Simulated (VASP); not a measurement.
# BP (F-43m) in VASP: further runs, part 2 of 2

VASP 6.6.1. Earlier steps stand in the parts before.

**3. Single point, PBE**

The input, INCAR:

```
SYSTEM = BP
PREC = Accurate ; ENCUT = 500
EDIFF = 1E-6 ; ISMEAR = 0
SIGMA = 0.01 ; LREAL = .False.
LASPH = .True. ; NELM = 120
ALGO = Normal ; ISIF = 2
LWAVE = .False. ; LCHARG = .False.
GGA = PE ; NBANDS = 11
GGA_COMPAT = .False.
```

The input, KPOINTS:

```
regular mesh
0
Gamma
  10 10 10
  0 0 0
```

The input, POSCAR:

```
BP
1.0
    3.2088510000      0.0000000000      0.0000000000
    1.6044255000      2.7789464830      0.0000000000
    1.6044255000      0.9263154943      2.6200158702
B P
1 1
Direct
    0.0000000000      0.0000000000      0.0000000000
    0.2500000000      0.2500000000      0.2500000000
```

Potentials or basis: VASP PAW PBE potentials, release 64 (B, P).

Launch:

```sh
> cat potpaw_PBE.64/B/POTCAR potpaw_PBE.64/P/POTCAR > POTCAR
> mpirun -np 1 vasp_std > vasp.out
```

OUTCAR:

```text
SYSTEM = BP
   PREC = Accurate
   ENCUT = 500
   EDIFF = 1E-6
   ISMEAR = 0
   LREAL = .False.
   LASPH = .True.
   NELM = 120
   ISIF = 2
   GGA = PE

 ion  position               nearest neighbor table
   1  0.000  0.000  0.000-   2 1.97   2 1.97   2 1.97   2 1.97
   2  0.250  0.250  0.250-   1 1.97   1 1.97   1 1.97   1 1.97

  LATTYP: Found a face centered cubic cell.
 ALAT       =     4.5380006039

  Lattice vectors:

 A1 = (   3.2088510000,   0.0000000000,   0.0000000000)
 A2 = (   1.6044255000,   2.7789464830,   0.0000000000)
 A3 = (   1.6044255000,   0.9263154943,   2.6200158702)

Analysis of symmetry for initial positions (statically):
=====================================================================
 Subroutine PRICEL returns:
 Original cell was already a primitive cell.

 Routine SETGRP: Setting up the symmetry group for a
 face centered cubic supercell.

 Subroutine GETGRP returns: Found 24 space group operations
 (whereof 24 operations were pure point group operations)
 out of a pool of 48 trial point group operations.

The static configuration has the point symmetry T_d .

Analysis of symmetry for dynamics (positions and initial velocities):
=====================================================================
 Subroutine PRICEL returns:
 Original cell was already a primitive cell.

 Routine SETGRP: Setting up the symmetry group for a
 face centered cubic supercell.

 Subroutine GETGRP returns: Found 24 space group operations
 (whereof 24 operations were pure point group operations)
 out of a pool of 48 trial point group operations.

The dynamic configuration has the point symmetry T_d .

 Subroutine INISYM returns: Found 24 space group operations
 (whereof 24 operations are pure point group operations),
 and found     1 'primitive' translations

----------------------------------------------------------------------------------------

                                     Primitive cell

  volume of cell :      23.3633

  direct lattice vectors                    reciprocal lattice vectors
[... 112 lines left out ...]
   GGA     = PE    functional components
   LHFCALC =     F    Hartree Fock is set to
   AEXX    =    0.0000 exact exchange contribution
   IVDW    =     0    specifies the selected vdW correction
   LEPSILON=     F    determine dielectric tensor
   LRPA    =     F    only Hartree local field effects (RPA)
 non-spin polarized calculation
 Gauss-broadening in eV      SIGMA  =   0.01
  energy-cutoff  :      500.00
  volume of cell :       23.36
 maximum number of plane-waves:       609
   NGX = 11   NGY = 11   NGZ = 11

 number of electron       8.0000000 magnetization

 Free energy of the ion-electron system (eV)
  ---------------------------------------------------
  ext. energy  EPLUGINS =         0.00000000
  ---------------------------------------------------
  free energy    TOTEN  =       -12.93015643 eV

  energy without entropy =      -12.93015643  energy(sigma->0) =      -12.93015643

 E-fermi :   7.5676     XC(G=0): -10.9072

 val. band max:        7.4329351231   @ k =   0.0000   0.0000   0.0000
 cond. band min:       8.6721963749   @ k =   0.4000   0.4000   0.0000
 fundamental gap:      1.2392612517
 Fermi energy:         7.5676324329

 k-point     1 :       0.0000    0.0000    0.0000
  band No.  band energies     occupation
      1      -8.0275      2.00000
      2       7.4329      2.00000
      3       7.4329      2.00000
      4       7.4329      2.00000
      5      10.8336      0.00000
      6      10.8336      0.00000
      7      10.8336      0.00000
      8      14.8072      0.00000
      9      18.9457      0.00000
     10      19.5616      0.00000
     11      19.5616      0.00000
[... 309 lines left out ...]
 k-point    24 :       0.4000    0.3000    0.0000
  band No.  band energies     occupation
      1      -5.0879      2.00000
      2       1.2729      2.00000
      3       3.3846      2.00000
      4       3.9178      2.00000
      5       9.2445      0.00000
      6      11.0562      0.00000
      7      16.9124      0.00000
      8      16.9207      0.00000
      9      21.4340      0.00000
     10      22.6950      0.00000
     11      24.4915      0.00000

 [... further k-points ...]
[... 5 lines left out ...]
  --------------------------------------------------------------------------------------
  -------------------------------------------------------------------------------------
  Total        0.1309434      0.1309434      0.1309434     -0.0000000     -0.0000000     -0.0000000
  in kB        8.9796731      8.9796731      8.9796731     -0.0000000     -0.0000000     -0.0000000
  external PRESSURE =       8.9796731 kB  Pullay stress =       0.0000000 kB

 VOLUME and BASIS-vectors are now :
 -----------------------------------------------------------------------------
  energy-cutoff  :      500.00
  volume of cell :       23.36
      direct lattice vectors                 reciprocal lattice vectors
     3.208851000  0.000000000  0.000000000     0.311638029 -0.179924300 -0.127225692
     1.604425500  2.778946483  0.000000000     0.000000000  0.359848600 -0.127225692
     1.604425500  0.926315494  2.620015870     0.000000000  0.000000000  0.381677077

 POSITION                                       TOTAL-FORCE (eV/Angst)
 -----------------------------------------------------------------------------------
      0.00000      0.00000      0.00000         0.000000      0.000000      0.000000
      1.60443      0.92632      0.65500        -0.000000     -0.000000     -0.000000
 -----------------------------------------------------------------------------------
    total drift:                                0.000000      0.000000      0.000000

  FREE ENERGIE OF THE ION-ELECTRON SYSTEM (eV)
  ---------------------------------------------------
  free  energy   TOTEN  =       -12.9301564332 eV

  energy  without entropy=      -12.9301564332  energy(sigma->0) =      -12.93015643
```

OSZICAR:

```text
N       E                     dE             d eps       ncg     rms          rms(c)
DAV:   1     0.910890939695E+01    0.91089E+01   -0.38634E+03  1034   0.632E+02
DAV:   2    -0.130463421616E+02   -0.22155E+02   -0.21107E+02  1432   0.108E+02
DAV:   3    -0.136354231008E+02   -0.58908E+00   -0.58780E+00  1301   0.154E+01
DAV:   4    -0.136376526563E+02   -0.22296E-02   -0.22293E-02  1171   0.114E+00
DAV:   5    -0.136376646025E+02   -0.11946E-04   -0.11946E-04  1295   0.811E-02    0.721E+00
DAV:   6    -0.130282459971E+02    0.60942E+00   -0.13904E+00  1175   0.509E+00    0.388E+00
DAV:   7    -0.129374453498E+02    0.90801E-01   -0.23315E-01  1283   0.240E+00    0.133E+00
DAV:   8    -0.129296256580E+02    0.78197E-02   -0.26648E-02  1215   0.931E-01    0.193E-01
DAV:   9    -0.129299477726E+02   -0.32211E-03   -0.71478E-04  1213   0.180E-01    0.123E-01
DAV:  10    -0.129301446413E+02   -0.19687E-03   -0.24729E-04  1157   0.987E-02    0.282E-02
DAV:  11    -0.129301554623E+02   -0.10821E-04   -0.11724E-05  1329   0.226E-02    0.336E-02
DAV:  12    -0.129301564332E+02   -0.97093E-06   -0.46537E-06  1157   0.105E-02
   1 F= -.12930156E+02 E0= -.12930156E+02  d E =-.270844E-83
```

It used 18 s of CPU time on 1 thread of AMD EPYC 7R13 Processor (Zen 3), on a shared host.

Results:

```yaml
Free_energy: -12.9302 eV
Pressure: 0.9 GPa
Band_gap_on_the_k_mesh: 1.24 eV, indirect (least direct gap 3.40 eV)
```

Levels at points of the mesh, in eV from the valence-band top:
| k point | band 1 | band 2 | band 3 | band 4 | band 5 | band 6 | band 7 | band 8 | band 9 |
| --- | --- | --- | --- | --- | --- | --- | --- | --- | --- |
| (0.00, 0.00, 0.00) | -15.46 | 0.00 | 0.00 | 0.00 | 3.40 | 3.40 | 3.40 | 7.37 | 11.51 |
| (0.50, 0.00, 0.00) | -12.14 | -9.03 | -1.76 | -1.76 | 3.78 | 4.71 | 4.71 | 10.13 | 14.63 |
| (0.50, 0.50, 0.00) | -10.61 | -8.58 | -4.11 | -4.11 | 1.33 | 1.66 | 12.12 | 12.12 | 15.23 |

A k mesh can miss the band edges. A hybrid or GW would open this gap; PBE tends to underestimate it.
